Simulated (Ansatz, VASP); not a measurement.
**Cs in VASP and in Ansatz**

```
CELL_PARAMETERS angstrom
-2.91084 2.91084 2.91084
2.91084 -2.91084 2.91084
2.91084 2.91084 -2.91084
ATOMIC_POSITIONS crystal
Cs 0.00000 0.00000 0.00000
```

Alike in both runs: task single point; functional PBE; k mesh 12 × 12 × 12; occupations gaussian, width 0.05 eV; no spin polarisation.

```csv
,VASP,Ansatz
version,VASP 6.6.1,Ansatz 0.2.0
potentials or method,"VASP PAW PBE potentials, release 64 (Cs_sv), cutoff 520 eV","scalar-relativistic, plane waves, PAW"
valence electrons in the cell,9,9
```

|  | VASP | Ansatz | Ansatz less VASP |
| --- | --- | --- | --- |
| gap on the k mesh at the Fermi level (eV) | none | none | - |
| pressure (GPa) | 0.4 | 0.4 | +0.01 |

A gap of «none» marks a metal or a gap that the smearing closes.

Spin-orbit coupling is off throughout.
